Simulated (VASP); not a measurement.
Wanted: the native input for a VASP 6.6.1 run.

- Task: relaxation of cell and atoms
- Functional: PBEsol
- Potentials or basis: VASP PAW PBE potentials, release 64 (Cs_sv, Pb_d, Cl)
- Cutoff: 600 eV
- k mesh: 6 × 6 × 6
- Occupations: gaussian, width 0.01 eV
- Spin: no spin polarisation
- Dipole correction: no
- Further INCAR settings: ALGO = Normal; EDIFF = 1e-06; IBRION = 2; EDIFFG = -0.005; NSW = 80; ISIF = 3

The structure of CsPbCl3 lies in POSCAR:

```
CsPbCl3
1.0
    5.6050000000      0.0000000000      0.0000000000
    0.0000000000      5.6050000000      0.0000000000
    0.0000000000      0.0000000000      5.6050000000
Cs Pb Cl
1 1 3
Direct
    0.5000000000      0.5000000000      0.5000000000
    0.0000000000      0.0000000000      0.0000000000
    0.5000000000      0.0000000000      0.0000000000
    0.0000000000      0.5000000000      0.0000000000
    0.0000000000      0.0000000000      0.5000000000
```

The input as run:

INCAR

```
ALGO = Normal ; EDIFF = 1E-6
EDIFFG = -0.005 ; ENCUT = 600
GGA = PS ; IBRION = 2
ISIF = 3 ; ISMEAR = 0
LASPH = True ; LCHARG = False
LREAL = False ; LWAVE = False
NELM = 100 ; NSW = 80
PREC = Accurate ; SIGMA = 0.01
```

KPOINTS

```
k-points
0
Gamma
  6 6 6
```

Potentials or basis: VASP PAW PBE potentials, release 64 (Cs_sv, Pb_d, Cl).

The run is started by

```sh
$ cat potpaw_PBE.64/Cs_sv/POTCAR potpaw_PBE.64/Pb_d/POTCAR potpaw_PBE.64/Cl/POTCAR > POTCAR
$ mpirun -np 1 vasp_std > vasp.out
```

It gave:

```
Relaxed volume                         : 35.47 Å³/atom
Relaxed cell                           : a = 5.618 Å, b = 5.618 Å, c = 5.618 Å, α = 90.00°, β = 90.00°, γ = 90.00°
Space group after relaxing (to 0.05 Å) : Pm-3m (No. 221)
Energy gained by relaxing              : 0.2 meV/atom
Ionic steps                            : 3
Pressure after relaxing                : 0.0 GPa
Band gap on the k mesh                 : 1.84 eV, direct
```

Caveat: the PAW data sets were made with another functional, which shifts forces and pressure a little; spin-orbit coupling is left out, which moves the levels of the heavy elements.

Wall time 2.8 min on 1 thread of AMD EPYC 9R14 (Zen 4), with other jobs on the host, peak memory 0.37 GiB.
